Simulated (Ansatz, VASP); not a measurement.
# Two plane-wave programs on Pd

File INCAR:

```
SYSTEM = Pd
PREC     = Accurate       ! precision mode
ENCUT    = 600            ! plane-wave cutoff, eV
EDIFF    = 1E-6           ! SCF threshold, eV
ISMEAR   = -1             ! smearing method
SIGMA    = 0.05           ! smearing width, eV
LREAL    = .FALSE.        ! projectors in reciprocal space
LASPH    = .TRUE.         ! aspherical terms in the spheres
NELM     = 100            ! most SCF steps
ALGO     = Normal         ! electronic algorithm
ISIF     = 3              ! what is computed and relaxed
LWAVE    = .FALSE.        ! write WAVECAR
LCHARG   = .FALSE.        ! write CHGCAR
GGA      = PE             ! functional
IBRION   = 2              ! ionic algorithm
NSW      = 60             ! ionic steps
EDIFFG   = -0.01          ! ionic threshold
```

KPOINTS

```
Automatic mesh
0
G
  11 11 6
  0 0 0
```

The input POSCAR:

```
Pd
1.0
    2.7836650458      0.0000000000      0.0000000000
   -1.3918325229      2.4107246453      0.0000000000
    0.0000000000      0.0000000000      4.6288930000
Pd
2
Direct
    0.3333333333      0.6666666667      0.2500000000
    0.6666666667      0.3333333333      0.7500000000
```

input.yaml

```yaml
crystal:
  lattice:
    - [2.7836650458, 0.0, 0.0]
    - [-1.3918325229, 2.4107246453, 0.0]
    - [0.0, 0.0, 4.628893]
  atoms:
    - { symbol: Pd, position: [0.3333333333, 0.6666666667, 0.25] }
    - { symbol: Pd, position: [0.6666666667, 0.3333333333, 0.75] }
hamiltonian:
  xc: pbe
  pseudopotentials: { kind: paw }
kpoints:
  mp_grid: { grid: [11, 11, 6] }
scf:
  occupations: { method: fermi_dirac, width: 0.05 }
output:
  forces: true
  stress: true
  eigenvalues: true
relax:
  f_tol: 0.01
  max_steps: 40
  cell: { stress_tol: 0.05 }
```

Alike in both runs: task relaxation of cell and atoms; functional PBE; k mesh 11 × 11 × 6; occupations fermi-dirac, width 0.05 eV; no spin polarisation.

|  | VASP | Ansatz |
| --- | --- | --- |
| version | VASP 6.6.1 | Ansatz 0.2.0 |
| potentials or method | VASP PAW PBE potentials, release 64 (Pd) | Ansatz PAW |
| plane-wave cutoff (eV) | 600 | 420 |
| valence electrons in the cell | 20 | 36 |

Ansatz gave:

```
gap on the k mesh at the Fermi level, each at its own relaxed structure (eV) : none
relaxed volume (Å³/atom)                                                     : 15.40
relaxed cell length with the largest relative difference (Å)                 : 4.625
```

Problem. Which values does VASP return?

Solution. gap on the k mesh at the Fermi level, each at its own relaxed structure (eV): none; relaxed volume (Å³/atom): 15.37; relaxed cell length with the largest relative difference (Å): 4.617.

A gap of «none» marks a metal or a gap that the smearing closes. VASP's potentials hold 20 valence electrons a cell and Ansatz's 36, so a difference there can come from the potentials and not from the codes.

Noted on Ansatz's run: the plane-wave basis is chosen anew once the cell has moved, so the energies of steps on either side of that aren't comparable.
